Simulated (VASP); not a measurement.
Wanted: the native input for a VASP 6.6.1 run.

```yaml
Task: single point
Functional: LDA
Potentials_or_basis: VASP PAW LDA potentials, release 64 (Al, Ti_sv, H)
Cutoff: 520 eV
k_mesh: 6 × 6 × 1
Occupations: gaussian, width 0.1 eV
Spin: no spin polarisation
Dipole_correction: yes
Further_INCAR_settings: ALGO = Normal; EDIFF = 1e-07; NBANDS = 33
```

The structure of TiAl3H lies in POSCAR:

```
TiAl3H
1.0
    5.0133158832      0.0000000000      0.0000000000
    2.1650041019      4.5217356605      0.0000000000
    0.0000000000      0.0000000000     22.0677223531
Al Ti H
6 2 2
Direct
    0.5000000000      0.0000000000      0.1812602105
    0.0000000000      0.5000000000      0.1812602105
    0.0000000000      0.0000000000      0.2418017965
    0.0000000000      0.5000000000      0.3061179612
    0.5000000000      0.0000000000      0.3061179612
    0.5000000000      0.5000000000      0.3655892631
    0.5000000000      0.5000000000      0.2418017965
    0.0000000000      0.0000000000      0.3624433202
    0.0000000000     -0.0916559041      0.4439843041
    0.0000000000      0.0916559041      0.4439843041
```

These files were run (other wordings do the same):

INCAR

```
SYSTEM = TiAl3H
PREC = Accurate
ENCUT = 520
EDIFF = 1E-7
ISMEAR = 0
SIGMA = 0.1
LREAL = .False.
LASPH = .True.
NELM = 60
ALGO = Normal
ISIF = 2
LWAVE = .False.
LCHARG = .True.
LDIPOL = .True.
IDIPOL = 3
DIPOL = 0.5 0.5 0.307
LELF = .True.
LVHAR = .True.
LVACPOTAV = .True.
NBANDS = 33
```

KPOINTS

```
Automatic mesh
0
Gamma
  6 6 1
  0 0 0
```

Potentials or basis: VASP PAW LDA potentials, release 64 (Al, Ti_sv, H).

Command:

```bash
$ cat potpaw_LDA.64/Al/POTCAR potpaw_LDA.64/Ti_sv/POTCAR potpaw_LDA.64/H/POTCAR > POTCAR
$ mpirun -np 1 vasp_std > vasp.out
```

It gave:

```yaml
Largest_force: 1.224 eV/Å
Band_gap_on_the_k_mesh: zero (bands 22 and 23 overlap by 0.31 eV)
```

Run time: 7.7 min on 1 thread of Intel(R) Xeon(R) 6975P-C (Granite Rapids) (shared host), peak memory 0.61 GiB.
